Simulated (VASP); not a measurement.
## SiP5: single point with PBE

The system is SiP5.

```
CELL_PARAMETERS angstrom
3.47021 0.00000 0.00000
-1.73510 3.00529 0.00000
0.00000 0.00000 9.42902
ATOMIC_POSITIONS crystal
Si 0.00000 0.00000 0.23172
P 0.33333 0.66667 0.43631
P 0.66667 0.33333 0.56068
P 0.66667 0.33333 0.11516
P 0.00000 0.00000 0.76659
P 0.33333 0.66667 0.88955
```

```yaml
Program: VASP 6.6.1
Task: single point
Functional: PBE
Potentials_or_basis: VASP PAW PBE potentials, release 64 (Si, P)
Cutoff: 520 eV
k_mesh: 5 × 5 × 2
Occupations: gaussian, width 0.2 eV
Spin: no spin polarisation
```

```json
{"Pressure": "-0.3 GPa", "Largest force": "0.048 eV/Å"}
```

Forces on the atoms (eV/Å):
```
Si   0.000  0.000 -0.041
P    0.000  0.000  0.040
P    0.000  0.000 -0.036
P    0.000  0.000  0.035
P    0.000  0.000  0.048
P    0.000  0.000 -0.046
```

Stress tensor (GPa, compression positive):
```
-0.36  0.00  0.00
 0.00 -0.36  0.00
 0.00  0.00 -0.17
```

Levels at points of the mesh, in eV from the Fermi level:
```csv
k point,band 11,band 12,band 13,band 14,band 15,band 16,band 17,band 18
"(0.00, 0.00, 0.00)",-2.40,-1.07,-1.07,0.48,0.68,0.68,1.31,1.64
"(0.00, 0.00, 0.50)",-1.06,-1.06,-0.11,0.13,0.47,0.47,1.38,2.15
```

Run time: 13 s on 1 thread of Intel(R) Xeon(R) 6975P-C (Granite Rapids) (shared host), peak memory 0.21 GiB.

Caveat: the k points lie up to 0.42 Å⁻¹ apart.
